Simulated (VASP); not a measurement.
# AlB2As3 (P4/mmm) in VASP: density of states with PBE

Aim: the density of states of AlB2As3 with PBE.

Program: VASP 6.6.1. These are calculated values, not measurements. Logs are shortened: lines on timing, memory, paths and dates and some standing lists are left out, and cuts for length are marked.

**1. The cell of the first run**

The structure is tetragonal, space group P4/mmm (No. 123). Conventional cell: a = 3.791 Å, b = 3.791 Å, c = 8.025 Å, α = 90.00°, β = 90.00°, γ = 90.00°. Within 2.7 Å of Al (site symmetry 4/mmm) lie 2 B at 2.06 Å and 4 As at 2.68 Å. B (site symmetry 4mm) has 1 As at 1.95 Å and 1 Al at 2.06 Å within 2.6 Å. Within 2.6 Å of As (site symmetry 4/mmm) lie 2 B at 1.95 Å. As (site symmetry 4/mmm) has 4 Al at 2.68 Å and 8 B at 3.38 Å within 3.5 Å. Within 3.5 Å of As (site symmetry 4/mmm) lie 4 As at 2.68 Å and 8 B at 3.32 Å.

**2. Density of states, PBE**

Input file POSCAR:

```
AlB2As3
1.0
    3.7912332969      0.0000000000      0.0000000000
    0.0000000000      3.7912332969      0.0000000000
    0.0000000000      0.0000000000      8.0245780051
Al B As
1 2 3
Direct
    0.0000000000      0.0000000000      0.5000000000
    0.0000000000      0.0000000000      0.7566825604
    0.0000000000      0.0000000000      0.2433174396
    0.0000000000      0.0000000000      0.0000000000
    0.5000000000      0.5000000000      0.5000000000
    0.5000000000      0.5000000000      0.0000000000
```

Input file INCAR.step1:

```
SYSTEM = AlB2As3
PREC = Accurate ; ENCUT = 520
EDIFF = 1E-6 ; ISMEAR = 0
SIGMA = 0.1 ; LREAL = .FALSE.
LASPH = .TRUE. ; NELM = 100
ALGO = Normal ; ISIF = 2
LWAVE = .FALSE. ; LCHARG = .TRUE.
GGA = PE ; NBANDS = 21
```

Input file KPOINTS.step1:

```
Automatic mesh
0
G
  10 10 6
  0 0 0
```

Input file INCAR.step2:

```
SYSTEM = AlB2As3
PREC = Accurate ; ENCUT = 520
EDIFF = 1E-6 ; ISMEAR = -5
SIGMA = 0.1 ; LREAL = .FALSE.
LASPH = .TRUE. ; NELM = 100
ALGO = Normal ; ISIF = 2
LWAVE = .FALSE. ; LCHARG = .FALSE.
GGA = PE ; LORBIT = 10
NEDOS = 2001 ; ICHARG = 11
```

Input file KPOINTS.step2:

```
Automatic mesh
0
G
  15 15 9
  0 0 0
```

Potentials or basis: VASP PAW PBE potentials, release 64 (Al, B, As).

Run with:

```console
> cat potpaw_PBE.64/Al/POTCAR potpaw_PBE.64/B/POTCAR potpaw_PBE.64/As/POTCAR > POTCAR
> cp INCAR.step1 INCAR
> cp KPOINTS.step1 KPOINTS
> mpirun -np 1 vasp_std > vasp.out
> cp INCAR.step2 INCAR
> cp KPOINTS.step2 KPOINTS
> mpirun -np 1 vasp_std > vasp.out
```

OUTCAR:

```text
SYSTEM = AlB2As3
   PREC = Accurate
   ENCUT = 520
   EDIFF = 1E-6
   ISMEAR = -5
   LREAL = .FALSE.
   LASPH = .TRUE.
   NELM = 100
   ISIF = 2
   GGA = PE
   LORBIT = 10
   ICHARG = 11

 ion  position               nearest neighbor table
   1  0.000  0.000  0.500-   2 2.06   3 2.06   5 2.68   5 2.68   5 2.68   5 2.68
   2  0.000  0.000  0.757-   4 1.95   1 2.06
   3  0.000  0.000  0.243-   4 1.95   1 2.06
   4  0.000  0.000  0.000-   2 1.95   3 1.95   6 2.68   6 2.68   6 2.68   6 2.68
   5  0.500  0.500  0.500-   1 2.68   1 2.68   1 2.68   1 2.68
   6  0.500  0.500  0.000-   4 2.68   4 2.68   4 2.68   4 2.68

  LATTYP: Found a simple tetragonal cell.
 ALAT       =     3.7912332969
 C/A-ratio  =     2.1166141402

  Lattice vectors:

 A1 = (   3.7912332969,   0.0000000000,   0.0000000000)
 A2 = (   0.0000000000,   3.7912332969,   0.0000000000)
 A3 = (   0.0000000000,   0.0000000000,   8.0245780051)

Analysis of symmetry for initial positions (statically):
=====================================================================
 Subroutine PRICEL returns:
 Original cell was already a primitive cell.

 Routine SETGRP: Setting up the symmetry group for a
 simple tetragonal supercell.

 Subroutine GETGRP returns: Found 16 space group operations
 (whereof 16 operations were pure point group operations)
 out of a pool of 16 trial point group operations.

The static configuration has the point symmetry D_4h.

Analysis of symmetry for dynamics (positions and initial velocities):
=====================================================================
 Subroutine PRICEL returns:
 Original cell was already a primitive cell.

 Routine SETGRP: Setting up the symmetry group for a
 simple tetragonal supercell.

 Subroutine GETGRP returns: Found 16 space group operations
 (whereof 16 operations were pure point group operations)
 out of a pool of 16 trial point group operations.

The dynamic configuration has the point symmetry D_4h.

 Subroutine INISYM returns: Found 16 space group operations
 (whereof 16 operations are pure point group operations),
 and found     1 'primitive' translations

----------------------------------------------------------------------------------------

                                     Primitive cell

  volume of cell :     115.3409

  direct lattice vectors                    reciprocal lattice vectors
     3.791233297  0.000000000  0.000000000     0.263766411  0.000000000  0.000000000
     0.000000000  3.791233297  0.000000000     0.000000000  0.263766411  0.000000000
     0.000000000  0.000000000  8.024578005     0.000000000  0.000000000  0.124617145

  length of vectors
     3.791233297  3.791233297  8.024578005     0.263766411  0.263766411  0.124617145

  position of ions in fractional coordinates (direct lattice)
     0.000000000  0.000000000  0.500000000
     0.000000000  0.000000000  0.756682560
     0.000000000  0.000000000  0.243317440
     0.000000000  0.000000000  0.000000000
     0.500000000  0.500000000  0.500000000
     0.500000000  0.500000000  0.000000000

  ion indices of the primitive-cell ions
   primitive index   ion index
                 1           1
                 2           2
                 3           3
                 4           4
                 5           5
                 6           6

----------------------------------------------------------------------------------------

 KPOINTS: Automatic mesh

Automatic generation of k-mesh.
 Grid dimensions read from file:
 generate k-points for:   15   15    9

 Generating k-lattice:

  Cartesian coordinates                     Fractional coordinates (reciprocal lattice)
     0.017584427  0.000000000  0.000000000     0.066666667  0.000000000  0.000000000
     0.000000000  0.017584427  0.000000000     0.000000000  0.066666667  0.000000000
     0.000000000  0.000000000  0.013846349     0.000000000  0.000000000  0.111111111

  Length of vectors
     0.017584427  0.017584427  0.013846349

  Shift w.r.t. Gamma in fractional coordinates (k-lattice)
     0.000000000  0.000000000  0.000000000

 TETIRR: Found   3013 inequivalent tetrahedra from    12150

 Subroutine IBZKPT returns following result:
 ===========================================

 Found    180 irreducible k-points:

 Following reciprocal coordinates:
            Coordinates               Weight
  0.000000  0.000000  0.000000      1.000000
  0.066667  0.000000  0.000000      4.000000
  0.133333  0.000000  0.000000      4.000000
  0.200000  0.000000  0.000000      4.000000
  0.266667  0.000000  0.000000      4.000000
  0.333333  0.000000  0.000000      4.000000
[... 16 lines left out ...]
  0.266667  0.200000  0.000000      8.000000
  0.333333  0.200000  0.000000      8.000000
 [... further k-points ...]
   k-points           NKPTS =    180   k-points in BZ     NKDIM =    180   number of bands    NBANDS=     16
   number of dos      NEDOS =   2001   number of ions     NIONS =      6
   total plane-waves  NPLWV =  47040
   dimension x,y,z NGX =    28 NGY =   28 NGZ =   60
   dimension x,y,z NGXF=    56 NGYF=   56 NGZF=  120
   ions per type =               1   2   3
   NGX,Y,Z   is equivalent  to a cutoff of  12.28, 12.28, 12.43 a.u.
   NGXF,Y,Z  is equivalent  to a cutoff of  24.56, 24.56, 24.86 a.u.
 SYSTEM =  AlB2As3
   PREC   = accura    normal or accurate (medium, high low for compatibility)
   ISTART =      0    job   : 0-new  1-cont  2-samecut
   ICHARG =     11    charge: 1-file 2-atom 10-const
   ISPIN  =      1    spin polarized calculation?
   LNONCOLLINEAR =      F non collinear calculations
   LSORBIT =      F    spin-orbit coupling
   LASPH  =      T    aspherical Exc in radial PAW
   ENCUT  =  520.0 eV  38.22 Ry    6.18 a.u.   7.05  7.05 14.92*2*pi/ulx,y,z
   NELM   =    100;   NELMIN=  2; NELMDL=  0     # of ELM steps
   EDIFF  = 0.1E-05   stopping-criterion for ELM
   LREAL  =      F    real-space projection
   EDIFFG = 0.1E-04   stopping-criterion for IOM
   NSW    =      0    number of steps for IOM
   IBRION =     -1    ionic relax: 0-MD 1-quasi-New 2-CG
   NFREE  =      0    steps in history (QN), initial steepest desc. (CG)
   ISIF   =      2    stress and relaxation
   ISYM   =      2    0-nonsym 1-usesym 2-fastsym
   POTIM  = 0.5000    time-step for ionic-motion
   TEBEG  =    0.0;   TEEND  =   0.0 temperature during run
   PSTRESS=    0.0 pullay stress
   NELECT =      24.0000    total number of electrons
   NUPDOWN=      -1.0000    fix difference up-down
   EMIN   =  10.00;   EMAX   =-10.00  energy-range for DOS
   EFERMI =   0.00;   METHOD = LEGACY
   ISMEAR =    -5;   SIGMA  =   0.10  broadening in eV -4-tet -1-fermi 0-gaus
   EFERMI_NEDOS =   21; number of points for ismear=-14 and -15
   IALGO  =     38    algorithm
   IMIX   =      4    mixing-type and parameters
     AMIX     =   0.40;   BMIX     =  1.00
     AMIX_MAG =   1.60;   BMIX_MAG =  1.00
  volume/ion in A,a.u.               =      19.22       129.73
  Fermi-wavevector in a.u.,A,eV,Ry     =   0.970102  1.833227 12.804420  0.941098
  Thomas-Fermi vector in A             =   2.100210
   LORBIT       =     10    0 simple, 1 ext, 2 COOP (PROOUT), +10 PAW based schemes
   GGA     = PE    functional components
   LHFCALC =     F    Hartree Fock is set to
   AEXX    =    0.0000 exact exchange contribution
   IVDW    =     0    specifies the selected vdW correction
   LEPSILON=     F    determine dielectric tensor
   LRPA    =     F    only Hartree local field effects (RPA)
 non-spin polarized calculation
 Fermi weights with tetrahedron method with Bloechl corrections
  energy-cutoff  :      520.00
  volume of cell :      115.34
 maximum number of plane-waves:      3133

 number of electron      24.0000001 magnetization

 Free energy of the ion-electron system (eV)
  ---------------------------------------------------
  ext. energy  EPLUGINS =         0.00000000
  ---------------------------------------------------
  free energy    TOTEN  =       -24.29916889 eV

  energy without entropy =      -24.29916889  energy(sigma->0) =      -24.29916889

 E-fermi :   3.9752     XC(G=0):  -9.5118

 val. band max:        4.0208579342   @ k =   0.4667   0.2000   0.0000
 cond. band min:       3.9118002553   @ k =   0.2667   0.1333   0.4444
 fundamental gap:     -0.1090576789
 Fermi energy:         3.9751961786

 k-point     1 :       0.0000    0.0000    0.0000
  band No.  band energies     occupation
      1     -10.6429      2.00000
      2      -7.5373      2.00000
      3      -4.7003      2.00000
      4      -3.9960      2.00000
      5      -0.7539      2.00000
      6      -0.3376      2.00000
[... 8 lines left out ...]
     15       5.4220      0.00000
     16       6.8231      0.00000

 k-point     2 :       0.0667    0.0000    0.0000
  band No.  band energies     occupation
      1     -10.6047      2.00000
      2      -7.5020      2.00000
      3      -4.6763      2.00000
      4      -4.1532      2.00000
      5      -0.8609      2.00000
      6      -0.3130      2.00000
[... 8 lines left out ...]
     15       5.4011      0.00000
     16       6.6842      0.00000

 k-point     3 :       0.1333    0.0000    0.0000
  band No.  band energies     occupation
      1     -10.4907      2.00000
      2      -7.3979      2.00000
      3      -4.6063      2.00000
      4      -4.5717      2.00000
      5      -1.1559      2.00000
      6      -0.2410      2.00000
[... 8 lines left out ...]
     15       5.5180      0.00000
     16       6.3472      0.00000

 k-point     4 :       0.2000    0.0000    0.0000
  band No.  band energies     occupation
      1     -10.3040      2.00000
      2      -7.2302      2.00000
      3      -5.1455      2.00000
      4      -4.4971      2.00000
      5      -1.6048      2.00000
      6      -0.1278      2.00000
[... 8 lines left out ...]
     15       5.8300      0.00000
     16       6.0118      0.00000

 k-point     5 :       0.2667    0.0000    0.0000
  band No.  band energies     occupation
      1     -10.0508      2.00000
      2      -7.0106      2.00000
      3      -5.7804      2.00000
      4      -4.3610      2.00000
      5      -2.1457      2.00000
      6       0.0154      2.00000
[... 8 lines left out ...]
     15       5.3471      0.00000
     16       5.9492      0.00000

 k-point     6 :       0.3333    0.0000    0.0000
  band No.  band energies     occupation
      1      -9.7454      2.00000
      2      -6.7699      2.00000
      3      -6.3968      2.00000
      4      -4.2178      2.00000
      5      -2.6927      2.00000
      6       0.1720      2.00000
[... 8 lines left out ...]
     15       5.1878      0.00000
     16       6.0993      0.00000
[... 267 lines left out ...]
 k-point    21 :       0.4667    0.1333    0.0000
  band No.  band energies     occupation
      1      -9.0745      2.00000
      2      -7.2063      2.00000
      3      -6.2331      2.00000
      4      -3.9600      2.00000
      5      -3.2798      2.00000
      6       0.3156      2.00000
[... 8 lines left out ...]
     15       4.8561      0.00000
     16       6.1850      0.00000

 k-point    22 :       0.2000    0.2000    0.0000
  band No.  band energies     occupation
      1      -9.9800      2.00000
      2      -6.9366      2.00000
      3      -5.5515      2.00000
      4      -4.3114      2.00000
      5      -1.8505      2.00000
      6      -1.0895      2.00000
[... 8 lines left out ...]
     15       5.7865      0.00000
     16       6.3463      0.00000

 k-point    23 :       0.2667    0.2000    0.0000
  band No.  band energies     occupation
      1      -9.7410      2.00000
      2      -6.7296      2.00000
      3      -5.9028      2.00000
      4      -4.1887      2.00000
      5      -2.1371      2.00000
      6      -1.2414      2.00000
[... 8 lines left out ...]
     15       5.6376      0.00000
     16       6.3015      0.00000

 k-point    24 :       0.3333    0.2000    0.0000
  band No.  band energies     occupation
      1      -9.4575      2.00000
      2      -6.5202      2.00000
      3      -6.3015      2.00000
      4      -4.0611      2.00000
      5      -2.5108      2.00000
      6      -1.1668      2.00000
[... 8 lines left out ...]
     15       5.9113      0.00000
     16       5.9939      0.00000

 [... further k-points ...]
[... 5 lines left out ...]
  --------------------------------------------------------------------------------------
  -------------------------------------------------------------------------------------
  Total        0.0376722      0.0376722      0.0869733      0.0000000     -0.0000000      0.0000000
  in kB        0.5232976      0.5232976      1.2081289      0.0000000     -0.0000000      0.0000000
  external PRESSURE =       0.7515747 kB  Pullay stress =       0.0000000 kB

 VOLUME and BASIS-vectors are now :
 -----------------------------------------------------------------------------
  energy-cutoff  :      520.00
  volume of cell :      115.34
      direct lattice vectors                 reciprocal lattice vectors
     3.791233297  0.000000000  0.000000000     0.263766411  0.000000000  0.000000000
     0.000000000  3.791233297  0.000000000     0.000000000  0.263766411  0.000000000
     0.000000000  0.000000000  8.024578005     0.000000000  0.000000000  0.124617145

 POSITION                                       TOTAL-FORCE (eV/Angst)
 -----------------------------------------------------------------------------------
      0.00000      0.00000      4.01229        -0.000000      0.000000      0.000000
      0.00000      0.00000      6.07206         0.000000      0.000000     -0.100506
      0.00000      0.00000      1.95252        -0.000000      0.000000      0.100506
      0.00000      0.00000      0.00000        -0.000000      0.000000      0.000000
      1.89562      1.89562      4.01229        -0.000000      0.000000      0.000000
      1.89562      1.89562      0.00000        -0.000000      0.000000      0.000000
 -----------------------------------------------------------------------------------
    total drift:                                0.000000      0.000000     -0.000000

  FREE ENERGIE OF THE ION-ELECTRON SYSTEM (eV)
  ---------------------------------------------------
  free  energy   TOTEN  =       -24.2991688861 eV

  energy  without entropy=      -24.2991688861  energy(sigma->0) =      -24.29916889

 total charge

# of ion       s       p       d       tot
------------------------------------------
    1        0.379   0.381   0.000   0.760
    2        0.819   0.795   0.000   1.614
    3        0.819   0.795   0.000   1.614
    4        1.203   1.558   0.111   2.873
    5        1.274   1.396   0.020   2.690
    6        1.333   1.278   0.037   2.648
--------------------------------------------------
tot          5.827   6.202   0.169  12.198
```

It took 2.2 min on 1 thread of Intel Xeon 6975P-C (Granite Rapids), shared host; peak memory 0.46 GiB.

Results:

```yaml
Valence_electrons_inside_the_program's_atomic_spheres: Al 0.76; B 1.61; As 2.87, 2.69, 2.65
```

Caveat: tetrahedron occupations give inexact forces and stress in metals.
